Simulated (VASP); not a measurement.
Crystal: NaLaS2.

```
Na La S
1.0
     2.10852    1.21735    6.61716
    -2.10852    1.21735    6.61716
     0.00000   -2.43471    6.61716
Na La S
1 1 2
Direct
  0.50000 0.50000 0.50000
  0.00000 0.00000 0.00000
  0.74563 0.74563 0.74563
  0.25437 0.25437 0.25437
```

| Property | Result |
| --- | --- |
| Program | VASP 6.6.1 |
| Task | relaxation of cell and atoms |
| Functional | LDA |
| Potentials or basis | VASP PAW LDA potentials, release 64 (Na_pv, La, S) |
| Cutoff | 600 eV |
| k mesh | 4 × 4 × 4 |
| Occupations | gaussian, width 0.02 eV |
| Spin | no spin polarisation |

At the start: pressure -3.2 GPa; volume 25.48 Å³/atom.

Question: How do energy, volume and symmetry change on relaxing?

Answer: Over 8 steps the energy falls by 16.1 meV/atom and the volume is 23.86 Å³/atom (-6.3 %); space group R-3m (No. 166, to 0.05 Å).

Step by step:
| step | energy change (eV) | largest force (eV/Å) | pressure (GPa) | volume (Å³) |
| --- | --- | --- | --- | --- |
| 1 | 0.0000 | 0.2713 | -3.23 | 101.91 |
| 2 | -0.0481 | 0.2648 | 1.47 | 94.52 |
| 3 | -0.0587 | 0.0970 | -0.06 | 96.61 |
| 4 | -0.0607 | 0.0835 | -0.06 | 96.38 |
| 5 | -0.0641 | 0.0413 | -0.01 | 95.70 |
| 6 | -0.0643 | 0.0301 | -0.01 | 95.51 |
| 7 | -0.0643 | 0.0273 | 0.00 | 95.46 |
| 8 | -0.0645 | 0.0087 | -0.03 | 95.45 |

Final structure:
```
CELL_PARAMETERS angstrom
2.07903 1.20033 6.37449
-2.07903 1.20033 6.37449
0.00000 -2.40066 6.37449
ATOMIC_POSITIONS crystal
Na 0.50000 0.50000 0.50000
La 0.00000 0.00000 0.00000
S 0.74640 0.74640 0.74640
S 0.25360 0.25360 0.25360
```

Caveat: the k points lie up to 0.44 Å⁻¹ apart in the final cell.
